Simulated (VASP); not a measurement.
# MgO (P6_3mc) in VASP: further runs, part 2 of 2

VASP 6.6.1.

**3. Single point, PBEsol (c/a of the conventional cell at fixed volume 1.4283)**

Input file INCAR:

```
SYSTEM = MgO
ALGO     = Normal         ! electronic algorithm
EDIFF    = 1E-6           ! SCF threshold, eV
ENCUT    = 520            ! plane-wave cutoff, eV
GGA      = PS             ! functional
ISIF     = 2              ! what is computed and relaxed
ISMEAR   = 0              ! smearing method
LASPH    = .TRUE.         ! aspherical terms in the spheres
LCHARG   = .FALSE.        ! write CHGCAR
LREAL    = .FALSE.        ! projectors in reciprocal space
LWAVE    = .FALSE.        ! write WAVECAR
NBANDS   = 16             ! bands
NELM     = 100            ! most SCF steps
PREC     = Accurate       ! precision mode
SIGMA    = 0.05           ! smearing width, eV
```

Input file KPOINTS:

```
k-points
0
G
  9 9 6
  0 0 0
```

Input file POSCAR:

```
MgO
1.0
    3.3722815741      0.0000000000      0.0000000000
   -1.6861407870      2.9204815119      0.0000000000
    0.0000000000      0.0000000000      4.8166297723
Mg O
2 2
Direct
    0.3333333333      0.6666666667      0.0272667940
    0.6666666667      0.3333333333      0.5272667940
    0.3333333333      0.6666666667      0.4009416620
    0.6666666667      0.3333333333      0.9009416620
```

Potentials or basis: VASP PAW PBE potentials, release 64 (Mg, O).

Run with:

```
$ cat potpaw_PBE.64/Mg/POTCAR potpaw_PBE.64/O/POTCAR > POTCAR
$ mpirun -np 1 vasp_std > vasp.out
```

OUTCAR:

```text
SYSTEM = MgO
   EDIFF = 1E-6
   ENCUT = 520
   GGA = PS
   ISIF = 2
   ISMEAR = 0
   LASPH = .TRUE.
   LREAL = .FALSE.
   NELM = 100
   PREC = Accurate

 ion  position               nearest neighbor table
   1  0.333  0.667  0.027-   3 1.80   4 2.04   4 2.04   4 2.04   2 3.10   2 3.10   2 3.10   2 3.10
                             2 3.10   2 3.10
   2  0.667  0.333  0.527-   4 1.80   3 2.04   3 2.04   3 2.04   1 3.10   1 3.10   1 3.10   1 3.10
                             1 3.10   1 3.10
   3  0.333  0.667  0.401-   1 1.80   2 2.04   2 2.04   2 2.04
   4  0.667  0.333  0.901-   2 1.80   1 2.04   1 2.04   1 2.04

  LATTYP: Found a hexagonal cell.
 ALAT       =     3.3722815741
 C/A-ratio  =     1.4283000000

  Lattice vectors:

 A1 = (   3.3722815741,   0.0000000000,   0.0000000000)
 A2 = (  -1.6861407870,   2.9204815119,   0.0000000000)
 A3 = (   0.0000000000,   0.0000000000,   4.8166297723)

Analysis of symmetry for initial positions (statically):
=====================================================================
 Subroutine PRICEL returns:
 Original cell was already a primitive cell.

 Routine SETGRP: Setting up the symmetry group for a
 hexagonal supercell.

 Subroutine GETGRP returns: Found 12 space group operations
 (whereof  6 operations were pure point group operations)
 out of a pool of 24 trial point group operations.

The static configuration has the point symmetry C_3v.
 The point group associated with its full space group is C_6v.

Analysis of symmetry for dynamics (positions and initial velocities):
=====================================================================
 Subroutine PRICEL returns:
 Original cell was already a primitive cell.

 Routine SETGRP: Setting up the symmetry group for a
 hexagonal supercell.
[... 122 lines left out ...]
   NUPDOWN=      -1.0000    fix difference up-down
   EMIN   =  10.00;   EMAX   =-10.00  energy-range for DOS
   EFERMI =   0.00;   METHOD = LEGACY
   ISMEAR =     0;   SIGMA  =   0.05  broadening in eV -4-tet -1-fermi 0-gaus
   EFERMI_NEDOS =   21; number of points for ismear=-14 and -15
   IALGO  =     38    algorithm
   IMIX   =      4    mixing-type and parameters
     AMIX     =   0.40;   BMIX     =  1.00
     AMIX_MAG =   1.60;   BMIX_MAG =  1.00
  volume/ion in A,a.u.               =      11.86        80.03
  Fermi-wavevector in a.u.,A,eV,Ry     =   1.139570  2.153475 17.668792  1.298620
  Thomas-Fermi vector in A             =   2.276273
   LORBIT       =      0    0 simple, 1 ext, 2 COOP (PROOUT), +10 PAW based schemes
   GGA     = PS    functional components
   LHFCALC =     F    Hartree Fock is set to
   AEXX    =    0.0000 exact exchange contribution
   IVDW    =     0    specifies the selected vdW correction
   LEPSILON=     F    determine dielectric tensor
   LRPA    =     F    only Hartree local field effects (RPA)
 non-spin polarized calculation
 Gauss-broadening in eV      SIGMA  =   0.05
  energy-cutoff  :      520.00
  volume of cell :       47.44
 maximum number of plane-waves:      1302
 NGX is ok and might be reduce to    28
   NGX = 13   NGY = 13   NGZ = 17

 number of electron      15.9999998 magnetization

 Free energy of the ion-electron system (eV)
  ---------------------------------------------------
  ext. energy  EPLUGINS =         0.00000000
  ---------------------------------------------------
  free energy    TOTEN  =       -24.13538036 eV

  energy without entropy =      -24.13538036  energy(sigma->0) =      -24.13538036

 E-fermi :   1.1425     XC(G=0):  -9.9383

 val. band max:        0.8892391958   @ k =   0.0000   0.0000   0.0000
 cond. band min:       4.2926325842   @ k =   0.0000   0.0000   0.0000
 fundamental gap:      3.4033933884
 Fermi energy:         1.1424520845

 k-point     1 :       0.0000    0.0000    0.0000
  band No.  band energies     occupation
      1     -15.2070      2.00000
      2     -14.3019      2.00000
      3      -2.1889      2.00000
      4       0.1660      2.00000
      5       0.1660      2.00000
      6       0.5668      2.00000
[... 433 lines left out ...]
      3      -1.7533      2.00000
      4      -1.2844      2.00000
      5      -1.2844      2.00000
      6      -0.3240      2.00000
[... 8 lines left out ...]
     15      14.5494      0.00000
     16      17.6719      0.00000

 [... further k-points ...]
[... 5 lines left out ...]
  --------------------------------------------------------------------------------------
  -------------------------------------------------------------------------------------
  Total       -2.1077101     -2.1077101      7.7276952     -0.0000000      0.0000000      0.0000000
  in kB      -71.1868713    -71.1868713    260.9991004     -0.0000000      0.0000000      0.0000000
  external PRESSURE =      39.5417859 kB  Pullay stress =       0.0000000 kB

 VOLUME and BASIS-vectors are now :
 -----------------------------------------------------------------------------
  energy-cutoff  :      520.00
  volume of cell :       47.44
      direct lattice vectors                 reciprocal lattice vectors
     3.372281574  0.000000000  0.000000000     0.296535143  0.171204645  0.000000000
    -1.686140787  2.920481512  0.000000000     0.000000000  0.342409290  0.000000000
     0.000000000  0.000000000  4.816629772     0.000000000  0.000000000  0.207614047

 POSITION                                       TOTAL-FORCE (eV/Angst)
 -----------------------------------------------------------------------------------
     -0.00000      1.94699      0.13133        -0.000000      0.000000     -2.399381
      1.68614      0.97349      2.53965         0.000000     -0.000000     -2.399381
     -0.00000      1.94699      1.93119         0.000000     -0.000000      2.399381
      1.68614      0.97349      4.33950        -0.000000      0.000000      2.399381
 -----------------------------------------------------------------------------------
    total drift:                               -0.000000      0.000000     -0.000706

  FREE ENERGIE OF THE ION-ELECTRON SYSTEM (eV)
  ---------------------------------------------------
  free  energy   TOTEN  =       -24.1353803577 eV

  energy  without entropy=      -24.1353803577  energy(sigma->0) =      -24.13538036
```

stdout:

```text
POSCAR found type information on POSCAR MgO
 POSCAR found :  2 types and       4 ions
 scaLAPACK will be used
 -----------------------------------------------------------------------------
|                                                                             |
|                                                                             |
|     You enforced a specific xc type in the INCAR file but a different       |
|     I HOPE YOU KNOW WHAT YOU ARE DOING!                                     |
|                                                                             |
 -----------------------------------------------------------------------------

 LDA part: xc-table for (Slater+PW92), standard interpolation
 POSCAR, INCAR and KPOINTS ok, starting setup
 FFT: planning ... GRIDC
 FFT: planning ... GRID_SOFT
 FFT: planning ... GRID
 WAVECAR not read
 entering main loop
```

It took 15 s on 1 thread of Intel Xeon 6975P-C (Granite Rapids), shared host; peak memory 0.18 GiB.

Results:

```
Free energy            : -24.1354 eV
Pressure               : 4.0 GPa
Largest force          : 2.399 eV/Å
Band gap on the k mesh : 3.40 eV, direct
```

Forces in eV/Å, atoms in the order of the input:
```
Mg   0.000  0.000 -2.399
Mg   0.000  0.000 -2.399
O    0.000  0.000  2.399
O    0.000  0.000  2.399
```

Stress tensor (GPa, compression positive):
```
-7.12  0.00  0.00
 0.00 -7.12  0.00
 0.00  0.00 26.10
```

Caveat: the PAW data sets were made with another functional, which shifts forces and pressure a little. A k mesh can miss the band edges.

**4. Single point, PBEsol (c/a of the conventional cell at fixed volume 1.4890)**

Input file INCAR:

```
SYSTEM = MgO
PREC = Accurate
ENCUT = 520
EDIFF = 1E-6
ISMEAR = 0
SIGMA = 0.05
LREAL = .False.
LASPH = .True.
NELM = 60
ALGO = Normal
ISIF = 2
LWAVE = .False.
LCHARG = .False.
GGA = PS
NBANDS = 16
```

Input file KPOINTS:

```
regular mesh
0
Gamma
  9 9 6
  0 0 0
```

Input file POSCAR:

```
MgO
1.0
    3.3258200135      0.0000000000      0.0000000000
   -1.6629100067      2.8802446201      0.0000000000
    0.0000000000      0.0000000000      4.9521460001
Mg O
2 2
Direct
    0.3333333333      0.6666666667      0.0272667940
    0.6666666667      0.3333333333      0.5272667940
    0.3333333333      0.6666666667      0.4009416620
    0.6666666667      0.3333333333      0.9009416620
```

Run with:

```
$ cat potpaw_PBE.64/Mg/POTCAR potpaw_PBE.64/O/POTCAR > POTCAR
$ mpirun -np 1 vasp_std > vasp.out
```

Run time: 14 s. Hardware: 1 thread of Intel Xeon 6975P-C (Granite Rapids), shared host; peak memory 0.19 GiB.

The run converged. Its results:

| Quantity | Value |
| --- | --- |
| Free energy | -24.3567 eV |
| Pressure | 2.1 GPa |
| Largest force | 1.522 eV/Å |
| Band gap on the k mesh | 3.48 eV, direct |

Forces on the atoms (eV/Å):
```
Mg   0.000  0.000 -1.522
Mg   0.000  0.000 -1.522
O    0.000  0.000  1.522
O    0.000  0.000  1.522
```

Stress tensor (GPa, compression positive):
```
-4.83  0.00  0.00
 0.00 -4.83  0.00
 0.00  0.00 16.04
```

Levels at points of the mesh, in eV from the valence-band top:
```csv
k point,band 4,band 5,band 6,band 7,band 8,band 9,band 10,band 11,band 12,band 13
"(0.00, 0.00, 0.00)",-0.57,-0.57,-0.23,-0.23,0.00,3.48,8.28,10.33,13.91,13.91
"(0.00, 0.00, 0.50)",-1.92,-0.41,-0.41,-0.41,-0.41,5.88,5.88,13.29,13.29,14.43
```

Caveat: the PAW data sets were made with another functional, which shifts forces and pressure a little. A k mesh can miss the band edges.

**5. Summary**

```csv
cell,gap on the mesh (eV),pressure (GPa),largest force (eV/Å)
"a = 3.397, b = 3.397, c = 4.748 Å, angles 90.0, 90.0, 120.0°, 4 atoms",3.16,-1.5,0.54
"a = 3.372, b = 3.372, c = 4.817 Å, angles 90.0, 90.0, 120.0°, 4 atoms",3.40,4.0,2.40
"a = 3.326, b = 3.326, c = 4.952 Å, angles 90.0, 90.0, 120.0°, 4 atoms",3.48,2.1,1.52
```

Alike in all rows: task single point; level PBEsol; potentials or basis VASP PAW PBE potentials, release 64 (Mg, O); no spin polarisation; k mesh 9 × 9 × 6; cutoff (eV) 520; smearing gaussian 0.05 eV.

Caveats: the PAW data sets were made with another functional, which shifts forces and pressure a little.

Total energies depend on the potentials used, so only differences within one code and one set of settings carry meaning.
